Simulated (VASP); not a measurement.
Crystal: SrBe4Cd.

```
CELL_PARAMETERS angstrom
0.00000 3.44753 3.44753
3.44753 0.00000 3.44753
3.44753 3.44753 0.00000
ATOMIC_POSITIONS crystal
Sr 0.00000 0.00000 0.00000
Be 0.37500 0.87500 0.37500
Be 0.37500 0.37500 0.87500
Be 0.37500 0.37500 0.37500
Be 0.87500 0.37500 0.37500
Cd 0.75000 0.75000 0.75000
```

| Property | Result |
| --- | --- |
| Program | VASP 6.6.1 |
| Task | relaxation of cell and atoms |
| Functional | PBE |
| Potentials or basis | VASP PAW PBE potentials, release 64 (Sr_sv, Be, Cd) |
| Cutoff | 600 eV |
| k mesh | 4 × 4 × 4 |
| Occupations | gaussian, width 0.1 eV |
| Spin | no spin polarisation |

At the start: pressure 9.1 GPa; volume 13.66 Å³/atom.

How do energy, volume and symmetry change on relaxing?

Over 6 steps the energy falls by 44.9 meV/atom and the volume is 15.34 Å³/atom (+12.3 %); space group F-43m (No. 216, to 0.1 Å) before and after.

Step by step:
```csv
step,energy change (eV),largest force (eV/Å),pressure (GPa),volume (Å³)
1,0.0000,0.0623,9.13,81.95
2,-0.2560,0.1166,0.16,91.53
3,-0.2561,0.1177,-0.02,91.80
4,-0.2587,0.1049,-0.03,91.83
5,-0.2647,0.0691,0.00,91.90
6,-0.2697,0.0014,0.20,92.05
```

Final structure:
```xyz
6
Lattice="0.0000 3.5837 3.5837 3.5837 0.0000 3.5837 3.5837 3.5837 0.0000" Properties=species:S:1:pos:R:3 pbc="T T T"
Sr    3.5837    7.1674    3.5837
Be    4.5146    2.6529    4.5146
Be    4.5146    4.5146    2.6529
Be    2.6529    2.6529    2.6529
Be    2.6529    4.5146    4.5146
Cd    5.3756    5.3756    5.3756
```

Caveat: the k points lie up to 0.38 Å⁻¹ apart in the final cell.
